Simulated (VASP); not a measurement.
# TeW: relaxation of cell and atoms with PBE

TeW:

```xyz
4
Lattice="4.2649 0.0000 0.0000 -2.1324 3.6935 0.0000 0.0000 0.0000 6.8301" Properties=species:S:1:pos:R:3 pbc="T T T"
Te    0.0000    2.4623    0.0000
Te    2.1324    1.2312    3.4150
W     0.0000    2.4623    2.6098
W     2.1324    1.2312    6.0248
```

| Quantity | Value |
| --- | --- |
| Program | VASP 6.6.1 |
| Task | relaxation of cell and atoms |
| Functional | PBE |
| Potentials or basis | VASP PAW PBE potentials, release 64 (Te, W_sv) |
| Cutoff | 600 eV |
| k mesh | 6 × 6 × 4 |
| Occupations | gaussian, width 0.1 eV |
| Spin | no spin polarisation |
| Dipole correction | no |
| Further INCAR settings | ALGO = Normal; EDIFF = 1e-06; IBRION = 2; EDIFFG = -0.04; NSW = 90; ISIF = 3 |

```json
{
 "Relaxed volume": "28.40 Å³/atom",
 "Relaxed cell": "a = 4.392 Å, b = 4.392 Å, c = 6.799 Å, α = 90.00°, β = 90.00°, γ = 120.00°",
 "Space group after relaxing (to 0.05 Å)": "P6_3mc (No. 186)",
 "Energy gained by relaxing": "30.2 meV/atom",
 "Ionic steps": "12",
 "Pressure after relaxing": "-0.1 GPa",
 "Largest force after relaxing": "0.008 eV/Å",
 "Band gap on the k mesh": "zero (band 20 reaches 6.61 eV, above the bottom of band 21 at 6.26 eV)"
}
```

Forces on the atoms (eV/Å):
```
Te   0.000  0.000  0.008
Te   0.000  0.000  0.008
W    0.000  0.000 -0.008
W    0.000  0.000 -0.008
```

Stress tensor (GPa, compression positive):
```
-0.09  0.00  0.00
 0.00 -0.09  0.00
 0.00  0.00 -0.21
```

Step by step:
```tsv
step	energy change (eV)	largest force (eV/Å)	pressure (GPa)	volume (Å³)
1	0.0000	0.1865	6.03	107.59
2	0.1307	0.2637	-6.68	124.12
3	-0.1159	0.0622	-0.12	113.90
4	-0.1160	0.0584	-0.03	113.77
5	-0.1160	0.0545	0.07	113.64
6	-0.1166	0.0285	0.06	113.66
7	-0.1179	0.0483	-0.04	113.70
8	-0.1180	0.0853	-0.09	113.72
9	-0.1182	0.0819	-0.10	113.71
10	-0.1188	0.0715	-0.10	113.69
11	-0.1198	0.0503	-0.11	113.66
12	-0.1208	0.0078	-0.13	113.59
```

Final structure:
```
CELL_PARAMETERS angstrom
4.39210 0.00000 0.00000
-2.19605 3.80367 0.00000
0.00000 0.00000 6.79906
ATOMIC_POSITIONS crystal
Te 0.33333 0.66667 0.99716
Te 0.66667 0.33333 0.49716
W 0.33333 0.66667 0.38494
W 0.66667 0.33333 0.88494
```

Levels at points of the mesh, in eV from the Fermi level:
| k point | band 17 | band 18 | band 19 | band 20 | band 21 | band 22 | band 23 | band 24 |
| --- | --- | --- | --- | --- | --- | --- | --- | --- |
| (0.00, 0.00, 0.00) | -0.81 | -0.81 | -0.18 | 0.06 | 0.06 | 1.59 | 2.55 | 2.55 |
| (0.50, 0.00, 0.00) | -1.25 | -0.87 | -0.49 | -0.29 | -0.06 | 0.28 | 0.50 | 1.20 |
| (0.00, 0.00, 0.50) | -0.26 | -0.26 | -0.26 | -0.26 | 1.95 | 1.95 | 2.73 | 2.73 |
| (0.50, 0.00, 0.50) | -0.59 | -0.59 | -0.13 | -0.13 | -0.09 | -0.09 | 1.41 | 1.41 |

Run time: 6.9 min on 1 thread of Intel(R) Xeon(R) Platinum 8259CL CPU @ 2.50GHz (Skylake/Cascade Lake), with other jobs on the host, peak memory 0.3 GiB.

Caveat: spin-orbit coupling is left out, which moves the levels of the heavy elements.
